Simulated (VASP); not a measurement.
Ge, 4 atoms in the cell. Symmetry: Fmmm, No. 69, orthorhombic system. The conventional cell has a = 5.515 Å, b = 6.020 Å, c = 8.860 Å, α = 90.00°, β = 90.00°, γ = 90.00°. Within 3.4 Å of Ge (site symmetry mm2) lie 8 Ge at 2.57 to 3.05 Å. Within 3.4 Å of Ge (site symmetry m2m) lie 8 Ge at 2.57 to 3.28 Å.  This cell differs from its parent crystal: ratio of the length along z to the lengths across it x 0.85, volume and fractional coordinates fixed.

| Quantity | Value |
| --- | --- |
| Program | VASP 6.6.1 |
| Task | single point |
| Functional | PBEsol |
| Potentials or basis | VASP PAW PBE potentials, release 64 (Ge_d) |
| Cutoff | 520 eV |
| k mesh | 14 × 14 × 14 |
| Occupations | gaussian, width 0.15 eV |
| Spin | no spin polarisation |
| Dipole correction | no |
| Further INCAR settings | ALGO = Normal; EDIFF = 1e-06; NBANDS = 36 |

Potentials or basis: VASP PAW PBE potentials, release 64 (Ge_d).

Launch:

```sh
$ cat potpaw_PBE.64/Ge_d/POTCAR > POTCAR
$ mpirun -np 1 vasp_std > vasp.out
```

Hardware: 1 thread of Intel Xeon 8259CL, on a shared host.

Problem. How long does it take, and how much memory?

Solution. Wall time 30 min on 1 thread of Intel Xeon 8259CL, on a shared host, peak memory 0.81 GiB. Counts: scf iterations 13, k points 428.
